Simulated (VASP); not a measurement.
Input of a VASP 6.6.1 run:

Contents of INCAR:

```
PREC     = Accurate       # precision mode
ENCUT    = 520            # plane-wave cutoff, eV
EDIFF    = 1E-6           # SCF threshold, eV
ISMEAR   = 1              # smearing method
SIGMA    = 0.2            # smearing width, eV
LREAL    = F              # projectors in reciprocal space
LASPH    = T              # aspherical terms in the spheres
NELM     = 100            # most SCF steps
ALGO     = Fast           # electronic algorithm
ISIF     = 2              # what is computed and relaxed
LWAVE    = F              # write WAVECAR
LCHARG   = F              # write CHGCAR
GGA      = PE             # functional
NBANDS   = 13             # bands
```

File KPOINTS:

```
Automatic mesh
0
Gamma
  22 22 22
```

File POSCAR:

```
W
1.0
    0.0000000000      1.9972523380      2.0971149549
    1.9972523380      0.0000000000      2.0971149549
    1.9972523380      1.9972523380      0.0000000000
W
1
Direct
    0.0000000000      0.0000000000      0.0000000000
```

Potentials or basis: VASP PAW PBE potentials, release 64 (W_sv).

Run with:

```sh
$ cat potpaw_PBE.64/W_sv/POTCAR > POTCAR
$ mpirun -np 1 vasp_std > vasp.out
```

Task: Predict the pressure.

Result: -4.4 GPa.

Task: Estimate the band gap on the k mesh.

Result: Zero (band 7 reaches 13.49 eV, above the bottom of band 8 at 9.84 eV).

Stress tensor (GPa, compression positive):
```
-8.23  0.00  0.00
 0.00 -8.23  0.00
 0.00  0.00  3.21
```

Caveat: spin-orbit coupling is left out, which moves the levels of the heavy elements.
